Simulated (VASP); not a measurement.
# GaBi2Sb3S (P4mm) in VASP: single point with PBE

Aim: the single point of GaBi2Sb3S with PBE.

Program: VASP 6.6.1. These are calculated values, not measurements. Logs are shortened: lines on timing, memory, paths and dates and some standing lists are left out, and cuts for length are marked.

## (1) The cell of the first run

The structure is tetragonal, space group P4mm (No. 99). The conventional cell has a = 4.384 Å, b = 4.384 Å, c = 11.253 Å, α = 90.00°, β = 90.00°, γ = 90.00°. Ga (site symmetry 4mm) has 1 Bi at 2.98 Å and 4 Sb at 2.98 Å within 3.9 Å. Within 3.9 Å of Sb (site symmetry 2mm) lie 2 Ga at 2.98 Å and 6 Sb at 3.10 to 3.80 Å. Within 4.1 Å of Sb (site symmetry 4mm) lie 5 Bi at 3.13 to 3.14 Å and 4 Sb at 3.80 Å. Within 3.9 Å of Bi (site symmetry 4mm) lie 1 Ga at 2.98 Å and 4 S at 3.10 Å and 1 Sb at 3.14 Å. Bi (site symmetry 4mm) has 1 S at 2.68 Å and 4 Sb at 3.13 Å within 3.5 Å. Within 3.5 Å of S (site symmetry 4mm) lie 5 Bi at 2.68 to 3.10 Å.

## (2) Single point, PBE

File POSCAR:

```
GaBi2Sb3S
1.0
    4.3839024876      0.0000000000      0.0000000000
    0.0000000000      4.3839024876      0.0000000000
    0.0000000000      0.0000000000     11.2525600164
Ga Sb Bi S
1 3 2 1
Direct
    0.0000000000      0.0000000000      0.2882146588
    0.5000000000      0.0000000000      0.1085398098
    0.0000000000      0.5000000000      0.1085398098
    0.0000000000      0.0000000000      0.8321416381
    0.0000000000      0.0000000000      0.5531454949
    0.5000000000      0.5000000000      0.7919002386
    0.5000000000      0.5000000000      0.5541129302
```

File INCAR.step1:

```
PREC     = Accurate       # precision mode
ENCUT    = 520            # plane-wave cutoff, eV
EDIFF    = 1E-6           # SCF threshold, eV
ISMEAR   = 0              # smearing method
SIGMA    = 0.1            # smearing width, eV
LREAL    = F              # projectors in reciprocal space
LASPH    = T              # aspherical terms in the spheres
NELM     = 100            # most SCF steps
ALGO     = Normal         # electronic algorithm
ISIF     = 2              # what is computed and relaxed
LWAVE    = F              # write WAVECAR
LCHARG   = T              # write CHGCAR
GGA      = PE             # functional
NBANDS   = 41             # bands
```

File KPOINTS.step1:

```
Automatic mesh
0
Gamma
  8 8 4
```

File INCAR.step2:

```
PREC     = Accurate       # precision mode
ENCUT    = 520            # plane-wave cutoff, eV
EDIFF    = 1E-6           # SCF threshold, eV
ISMEAR   = -5             # smearing method
SIGMA    = 0.1            # smearing width, eV
LREAL    = F              # projectors in reciprocal space
LASPH    = T              # aspherical terms in the spheres
NELM     = 100            # most SCF steps
ALGO     = Normal         # electronic algorithm
ISIF     = 2              # what is computed and relaxed
LWAVE    = F              # write WAVECAR
LCHARG   = F              # write CHGCAR
GGA      = PE             # functional
LORBIT   = 10             # projections on sites
NBANDS   = 41             # bands
NEDOS    = 2001           # points of the DOS
ICHARG   = 11             # starting density
```

File KPOINTS.step2:

```
Automatic mesh
0
Gamma
  12 12 6
```

Potentials or basis: VASP PAW PBE potentials, release 64 (Ga_d, Sb, Bi_d, S).

The run is started by

```
> cat potpaw_PBE.64/Ga_d/POTCAR potpaw_PBE.64/Sb/POTCAR potpaw_PBE.64/Bi_d/POTCAR potpaw_PBE.64/S/POTCAR > POTCAR
> cp INCAR.step1 INCAR
> cp KPOINTS.step1 KPOINTS
> mpirun -np 1 vasp_std > vasp.out
> cp INCAR.step2 INCAR
> cp KPOINTS.step2 KPOINTS
> mpirun -np 1 vasp_std > vasp.out
```

OUTCAR:

```text
PREC = Accurate
   ENCUT = 520
   EDIFF = 1E-6
   ISMEAR = -5
   LREAL = F
   LASPH = T
   NELM = 100
   ISIF = 2
   GGA = PE
   LORBIT = 10
   ICHARG = 11

 ion  position               nearest neighbor table
   1  0.000  0.000  0.288-   5 2.98   3 2.98   2 2.98   3 2.98   2 2.98
   2  0.500  0.000  0.109-   1 2.98   1 2.98   3 3.10   3 3.10   3 3.10   3 3.10
   3  0.000  0.500  0.109-   1 2.98   1 2.98   2 3.10   2 3.10   2 3.10   2 3.10
   4  0.000  0.000  0.832-   6 3.13   6 3.13   6 3.13   6 3.13   5 3.14
   5  0.000  0.000  0.553-   1 2.98   7 3.10   7 3.10   7 3.10   7 3.10   4 3.14
   6  0.500  0.500  0.792-   7 2.68   4 3.13   4 3.13   4 3.13   4 3.13
   7  0.500  0.500  0.554-   6 2.68   5 3.10   5 3.10   5 3.10   5 3.10

  LATTYP: Found a simple tetragonal cell.
 ALAT       =     4.3839024876
 C/A-ratio  =     2.5667906730

  Lattice vectors:

 A1 = (   4.3839024876,   0.0000000000,   0.0000000000)
 A2 = (   0.0000000000,   4.3839024876,   0.0000000000)
 A3 = (   0.0000000000,   0.0000000000,  11.2525600164)

Analysis of symmetry for initial positions (statically):
=====================================================================
 Subroutine PRICEL returns:
 Original cell was already a primitive cell.

 Routine SETGRP: Setting up the symmetry group for a
 simple tetragonal supercell.

 Subroutine GETGRP returns: Found  8 space group operations
 (whereof  8 operations were pure point group operations)
 out of a pool of 16 trial point group operations.

The static configuration has the point symmetry C_4v.

Analysis of symmetry for dynamics (positions and initial velocities):
=====================================================================
 Subroutine PRICEL returns:
 Original cell was already a primitive cell.

 Routine SETGRP: Setting up the symmetry group for a
 simple tetragonal supercell.

 Subroutine GETGRP returns: Found  8 space group operations
 (whereof  8 operations were pure point group operations)
 out of a pool of 16 trial point group operations.

The dynamic configuration has the point symmetry C_4v.

 Subroutine INISYM returns: Found  8 space group operations
 (whereof  8 operations are pure point group operations),
 and found     1 'primitive' translations

----------------------------------------------------------------------------------------

                                     Primitive cell

  volume of cell :     216.2585

  direct lattice vectors                    reciprocal lattice vectors
     4.383902488  0.000000000  0.000000000     0.228107264  0.000000000  0.000000000
     0.000000000  4.383902488  0.000000000     0.000000000  0.228107264  0.000000000
     0.000000000  0.000000000 11.252560016     0.000000000  0.000000000  0.088868666

  length of vectors
     4.383902488  4.383902488 11.252560016     0.228107264  0.228107264  0.088868666

  position of ions in fractional coordinates (direct lattice)
     0.000000000  0.000000000  0.288214659
     0.500000000  0.000000000  0.108539810
     0.000000000  0.500000000  0.108539810
     0.000000000  0.000000000  0.832141638
     0.000000000  0.000000000  0.553145495
     0.500000000  0.500000000  0.791900239
     0.500000000  0.500000000  0.554112930

  ion indices of the primitive-cell ions
   primitive index   ion index
                 1           1
                 2           2
                 3           3
                 4           4
                 5           5
                 6           6
                 7           7

----------------------------------------------------------------------------------------

 KPOINTS: Automatic mesh

Automatic generation of k-mesh.
 Grid dimensions read from file:
 generate k-points for:   12   12    6

 Generating k-lattice:

  Cartesian coordinates                     Fractional coordinates (reciprocal lattice)
     0.019008939  0.000000000  0.000000000     0.083333333  0.000000000  0.000000000
     0.000000000  0.019008939  0.000000000     0.000000000  0.083333333  0.000000000
     0.000000000  0.000000000  0.014811444     0.000000000  0.000000000  0.166666667

  Length of vectors
     0.019008939  0.019008939  0.014811444

  Shift w.r.t. Gamma in fractional coordinates (k-lattice)
     0.000000000  0.000000000  0.000000000

 TETIRR: Found   1296 inequivalent tetrahedra from     5184

 Subroutine IBZKPT returns following result:
 ===========================================

 Found    112 irreducible k-points:

 Following reciprocal coordinates:
            Coordinates               Weight
  0.000000  0.000000  0.000000      1.000000
  0.083333  0.000000  0.000000      4.000000
  0.166667  0.000000  0.000000      4.000000
  0.250000  0.000000  0.000000      4.000000
  0.333333  0.000000  0.000000      4.000000
  0.416667  0.000000  0.000000      4.000000
[... 16 lines left out ...]
  0.333333  0.333333  0.000000      4.000000
  0.416667  0.333333  0.000000      8.000000
 [... further k-points ...]
   k-points           NKPTS =    112   k-points in BZ     NKDIM =    112   number of bands    NBANDS=     41
   number of dos      NEDOS =   2001   number of ions     NIONS =      7
   total plane-waves  NPLWV = 108864
   dimension x,y,z NGX =    36 NGY =   36 NGZ =   84
   dimension x,y,z NGXF=    72 NGYF=   72 NGZF=  168
   ions per type =               1   3   2   1
   NGX,Y,Z   is equivalent  to a cutoff of  13.65, 13.65, 12.41 a.u.
   NGXF,Y,Z  is equivalent  to a cutoff of  27.30, 27.30, 24.82 a.u.
 SYSTEM =  unknown system
   PREC   = accura    normal or accurate (medium, high low for compatibility)
   ISTART =      0    job   : 0-new  1-cont  2-samecut
   ICHARG =     11    charge: 1-file 2-atom 10-const
   ISPIN  =      1    spin polarized calculation?
   LNONCOLLINEAR =      F non collinear calculations
   LSORBIT =      F    spin-orbit coupling
   LASPH  =      T    aspherical Exc in radial PAW
   ENCUT  =  520.0 eV  38.22 Ry    6.18 a.u.   8.15  8.15 20.92*2*pi/ulx,y,z
   NELM   =    100;   NELMIN=  2; NELMDL=  0     # of ELM steps
   EDIFF  = 0.1E-05   stopping-criterion for ELM
   LREAL  =      F    real-space projection
   EDIFFG = 0.1E-04   stopping-criterion for IOM
   NSW    =      0    number of steps for IOM
   IBRION =     -1    ionic relax: 0-MD 1-quasi-New 2-CG
   NFREE  =      0    steps in history (QN), initial steepest desc. (CG)
   ISIF   =      2    stress and relaxation
   ISYM   =      2    0-nonsym 1-usesym 2-fastsym
   POTIM  = 0.5000    time-step for ionic-motion
   TEBEG  =    0.0;   TEEND  =   0.0 temperature during run
   PSTRESS=    0.0 pullay stress
   NELECT =      64.0000    total number of electrons
   NUPDOWN=      -1.0000    fix difference up-down
   EMIN   =  10.00;   EMAX   =-10.00  energy-range for DOS
   EFERMI =   0.00;   METHOD = LEGACY
   ISMEAR =    -5;   SIGMA  =   0.10  broadening in eV -4-tet -1-fermi 0-gaus
   EFERMI_NEDOS =   21; number of points for ismear=-14 and -15
   IALGO  =     38    algorithm
   IMIX   =      4    mixing-type and parameters
     AMIX     =   0.40;   BMIX     =  1.00
     AMIX_MAG =   1.60;   BMIX_MAG =  1.00
  volume/ion in A,a.u.               =      30.89       208.48
  Fermi-wavevector in a.u.,A,eV,Ry     =   1.090964  2.061623 16.193690  1.190203
  Thomas-Fermi vector in A             =   2.227200
   LORBIT       =     10    0 simple, 1 ext, 2 COOP (PROOUT), +10 PAW based schemes
   GGA     = PE    functional components
   LHFCALC =     F    Hartree Fock is set to
   AEXX    =    0.0000 exact exchange contribution
   IVDW    =     0    specifies the selected vdW correction
   LEPSILON=     F    determine dielectric tensor
   LRPA    =     F    only Hartree local field effects (RPA)
 non-spin polarized calculation
 Fermi weights with tetrahedron method with Bloechl corrections
  energy-cutoff  :      520.00
  volume of cell :      216.26
 maximum number of plane-waves:      5868
 NGX is ok and might be reduce to    36

 number of electron      63.9999996 magnetization

 Free energy of the ion-electron system (eV)
  ---------------------------------------------------
  ext. energy  EPLUGINS =         0.00000000
  ---------------------------------------------------
  free energy    TOTEN  =       -26.45108300 eV

  energy without entropy =      -26.45108300  energy(sigma->0) =      -26.45108300

 E-fermi :   5.7399     XC(G=0):  -9.2696

 val. band max:        5.7812172647   @ k =   0.1667   0.1667   0.3333
 cond. band min:       5.6511783386   @ k =   0.4167   0.0000   0.3333
 fundamental gap:     -0.1300389261
 Fermi energy:         5.7398521898

 k-point     1 :       0.0000    0.0000    0.0000
  band No.  band energies     occupation
      1     -17.5509      2.00000
      2     -17.5479      2.00000
      3     -17.5357      2.00000
      4     -17.4949      2.00000
      5     -17.4949      2.00000
      6     -17.4684      2.00000
[... 33 lines left out ...]
     40       9.0539      0.00000
     41       9.5692      0.00000

 k-point     2 :       0.0833    0.0000    0.0000
  band No.  band energies     occupation
      1     -17.5502      2.00000
      2     -17.5474      2.00000
      3     -17.5362      2.00000
      4     -17.4949      2.00000
      5     -17.4945      2.00000
      6     -17.4688      2.00000
[... 33 lines left out ...]
     40       9.0597      0.00000
     41       9.3772      0.00000

 k-point     3 :       0.1667    0.0000    0.0000
  band No.  band energies     occupation
      1     -17.5486      2.00000
      2     -17.5461      2.00000
      3     -17.5374      2.00000
      4     -17.4950      2.00000
      5     -17.4935      2.00000
      6     -17.4700      2.00000
[... 875 lines left out ...]
      2     -17.5371      2.00000
      3     -17.5321      2.00000
      4     -17.4987      2.00000
      5     -17.4952      2.00000
      6     -17.4740      2.00000
[... 33 lines left out ...]
     40       9.0999      0.00000
     41      10.2990      0.00000

 k-point    24 :       0.4167    0.3333    0.0000
  band No.  band energies     occupation
      1     -17.5542      2.00000
      2     -17.5353      2.00000
      3     -17.5308      2.00000
      4     -17.4990      2.00000
      5     -17.4969      2.00000
      6     -17.4729      2.00000
[... 33 lines left out ...]
     40       9.7083      0.00000
     41      10.4430      0.00000

 [... further k-points ...]
[... 5 lines left out ...]
  --------------------------------------------------------------------------------------
  -------------------------------------------------------------------------------------
  Total       -0.6754070     -0.6754070     -1.1964124      0.0000000      0.0000000     -0.0000000
  in kB       -5.0038358     -5.0038358     -8.8637680      0.0000000      0.0000000     -0.0000000
  external PRESSURE =      -6.2904799 kB  Pullay stress =       0.0000000 kB

 VOLUME and BASIS-vectors are now :
 -----------------------------------------------------------------------------
  energy-cutoff  :      520.00
  volume of cell :      216.26
      direct lattice vectors                 reciprocal lattice vectors
     4.383902488  0.000000000  0.000000000     0.228107264  0.000000000  0.000000000
     0.000000000  4.383902488  0.000000000     0.000000000  0.228107264  0.000000000
     0.000000000  0.000000000 11.252560016     0.000000000  0.000000000  0.088868666

 POSITION                                       TOTAL-FORCE (eV/Angst)
 -----------------------------------------------------------------------------------
      0.00000      0.00000      3.24315         0.000000     -0.000000     -0.119013
      2.19195      0.00000      1.22135         0.000000     -0.000000      0.004619
      0.00000      2.19195      1.22135         0.000000     -0.000000      0.004619
      0.00000      0.00000      9.36372         0.000000     -0.000000      0.030798
      0.00000      0.00000      6.22430         0.000000      0.000000      0.049425
      2.19195      2.19195      8.91090         0.000000      0.000000      0.042867
      2.19195      2.19195      6.23519         0.000000     -0.000000     -0.013315
 -----------------------------------------------------------------------------------
    total drift:                                0.000000      0.000000     -0.006495

  FREE ENERGIE OF THE ION-ELECTRON SYSTEM (eV)
  ---------------------------------------------------
  free  energy   TOTEN  =       -26.4510830036 eV

  energy  without entropy=      -26.4510830036  energy(sigma->0) =      -26.45108300

 total charge

# of ion       s       p       d       tot
------------------------------------------
    1        1.071   0.482   9.940  11.493
    2        1.227   1.127   0.035   2.389
    3        1.227   1.127   0.035   2.389
    4        1.219   1.147   0.029   2.395
    5        1.581   1.110   9.924  12.616
    6        1.561   1.219   9.940  12.720
    7        1.385   2.224   0.000   3.609
--------------------------------------------------
tot          9.272   8.436  29.903  47.611
```

Wall time 28 min (1 thread of Intel Xeon 8259CL, shared host); peak memory 1 GiB.

What came out:

```yaml
Valence_electrons_inside_the_program's_atomic_spheres: Ga 11.49; Sb 2.39, 2.40 (each value once); Bi 12.62, 12.72; S 3.61
```

Levels at points of the mesh, in eV from the Fermi level:
```tsv
k point	band 29	band 30	band 31	band 32	band 33	band 34	band 35	band 36
(0.00, 0.00, 0.00)	-2.23	-2.10	0.17	0.76	0.99	1.83	2.14	2.14
(0.50, 0.00, 0.00)	-1.12	-0.86	-0.64	-0.52	0.03	0.03	0.14	0.35
(0.50, 0.50, 0.00)	-3.08	-2.05	-1.52	-1.52	1.24	2.22	2.22	2.51
(0.00, 0.00, 0.50)	-2.18	-2.16	-1.30	0.98	1.29	2.18	2.18	2.87
(0.50, 0.00, 0.50)	-1.08	-1.08	-0.66	-0.65	-0.19	0.02	0.05	0.19
(0.50, 0.50, 0.50)	-3.34	-1.65	-1.65	-0.62	0.73	1.47	2.48	2.48
```

Caveat: spin-orbit coupling is left out, which moves the levels of the heavy elements; this functional lacks dispersion, which binds the layers, so the pressure and a relaxed spacing across them are unreliable; tetrahedron occupations give inexact forces and stress in metals.
